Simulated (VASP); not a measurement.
A run of VASP 6.6.1:

File INCAR:

```
  PREC = Accurate
  ENCUT = 520
  EDIFF = 1E-5
  ISMEAR = -1
  SIGMA = 0.05
  LREAL = Auto
  LASPH = True
  NELM = 100
  ALGO = Normal
  ISIF = 2
  LWAVE = False
  LCHARG = False
  GGA = PS
  NBANDS = 68
  IBRION = 0
  NSW = 40
  POTIM = 1.0
  TEBEG = 1500.0
  TEEND = 1500.0
  ISYM = 0
  NELMIN = 4
  RANDOM_SEED = 369728 0 0
  MDALGO = 3
  LANGEVIN_GAMMA = 20 20 20 20
```

The input KPOINTS:

```
Automatic mesh
0
Gamma
  2 2 1
```

The input POSCAR:

```
Cs4Te2O2F7
1.0
    3.3475000000     -7.3202000000      0.0000000000
    3.3475000000      7.3202000000      0.0000000000
    0.0000000000      0.0000000000      7.1709000000
Cs Te O F
4 2 2 7
Direct
    0.4353900000      0.5646100000      0.2500000000
    0.5646100000      0.4353900000      0.7500000000
    0.7575600000      0.2424400000      0.2500000000
    0.2424400000      0.7575600000      0.7500000000
    0.1059400000      0.8940600000      0.2500000000
    0.8940600000      0.1059400000      0.7500000000
    0.2271000000      0.7729000000      0.2500000000
    0.7729000000      0.2271000000      0.7500000000
    0.3306000000      0.1140000000      0.0519000000
    0.6694000000      0.8860000000      0.5519000000
    0.1140000000      0.3306000000      0.9481000000
    0.8860000000      0.6694000000      0.4481000000
    0.6694000000      0.8860000000      0.9481000000
    0.3306000000      0.1140000000      0.4481000000
    0.1140000000      0.3306000000      0.5519000000
```

Potentials or basis: VASP PAW PBE potentials, release 64 (Cs_sv, Te, O, F).

Run with:

```sh
$ cat potpaw_PBE.64/Cs_sv/POTCAR potpaw_PBE.64/Te/POTCAR potpaw_PBE.64/O/POTCAR potpaw_PBE.64/F/POTCAR > POTCAR
$ mpirun -np 1 vasp_std > vasp.out
```

Hardware: 1 thread of Intel(R) Xeon(R) Platinum 8488C (Sapphire Rapids) (shared host).

Estimate the wall time of this run.

Run time: 68 min on 1 thread of Intel(R) Xeon(R) Platinum 8488C (Sapphire Rapids), with other jobs on the host, peak memory 0.64 GiB. Counts: scf iterations 251, k points 4, ion steps 40.
